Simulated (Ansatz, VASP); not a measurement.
Ti: VASP beside Ansatz

```
CELL_PARAMETERS angstrom
4.64671 0.00000 0.00000
-2.32335 4.02417 0.00000
0.00000 0.00000 2.76951
ATOMIC_POSITIONS crystal
Ti 0.34414 0.00000 0.33333
Ti 0.00000 0.34414 0.66667
Ti 0.65586 0.65586 0.00000
```

Alike in both runs: functional r2SCAN; k mesh 6 × 6 × 6; occupations gaussian, width 0.1 eV; no spin polarisation.

Ansatz relaxed the structure, and its values are those at the end. VASP's run is a single point on that final structure, the one shown.

```csv
,VASP,Ansatz
version,VASP 6.6.1,Ansatz 0.2.0
potentials or method,"VASP PAW PBE potentials, release 64 (Ti_sv), cutoff 520 eV","scalar-relativistic, plane waves, PAW"
valence electrons in the cell,36,36
```

Ansatz gave:

```
gap on the k mesh at the Fermi level (eV) : none
pressure (GPa)                            : -0.2
rms of the force components (eV/Å)        : 0.007
```

Which values does VASP return?

gap on the k mesh at the Fermi level (eV): none; pressure (GPa): 0.2; rms of the force components (eV/Å): 0.011.

VASP's potentials were made for PBE, not for r2SCAN. A gap of «none» marks a metal or a gap that the smearing closes.

The k mesh is coarse, so the values compare programs but aren't converged.
